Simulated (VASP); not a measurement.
Ga, 1 atom in the cell. The structure is tetragonal, space group I4/mmm (No. 139). Conventional cell: a = 2.769 Å, b = 2.769 Å, c = 4.622 Å, α = 90.00°, β = 90.00°, γ = 90.00°. Ga (site symmetry 4/mmm) has 12 Ga at 2.77 to 3.03 Å within 3.6 Å. 

| Property | Result |
| --- | --- |
| Program | VASP 6.6.1 |
| Task | single point |
| Functional | HF |
| Potentials or basis | VASP PAW PBE potentials, release 64 (Ga_d) |
| Cutoff | 400 eV |
| k mesh | 7 × 7 × 7 |
| Occupations | fermi-dirac, width 0.05 eV |
| Spin | no spin polarisation |
| Dipole correction | no |
| Grid for exact exchange (PRECFOCK) | Normal |
| Further INCAR settings | ALGO = Normal; EDIFF = 1e-06; NBANDS = 12 |
| Share of exact exchange | 1 |

Potentials or basis: VASP PAW PBE potentials, release 64 (Ga_d).

Run with:

```sh
$ cat potpaw_PBE.64/Ga_d/POTCAR > POTCAR
$ cp INCAR.step1 INCAR
$ mpirun -np 1 vasp_std > vasp.out
$ cp INCAR.step2 INCAR
$ mpirun -np 1 vasp_std > vasp.out
```

Hardware: 1 thread of Intel(R) Xeon(R) Platinum 8488C (Sapphire Rapids), on a shared host.

**Question.** Estimate the wall time of this run.

**Answer.** Wall time 21 min on 1 thread of Intel(R) Xeon(R) Platinum 8488C (Sapphire Rapids) (shared host), peak memory 0.13 GiB. Counts: k points 40.
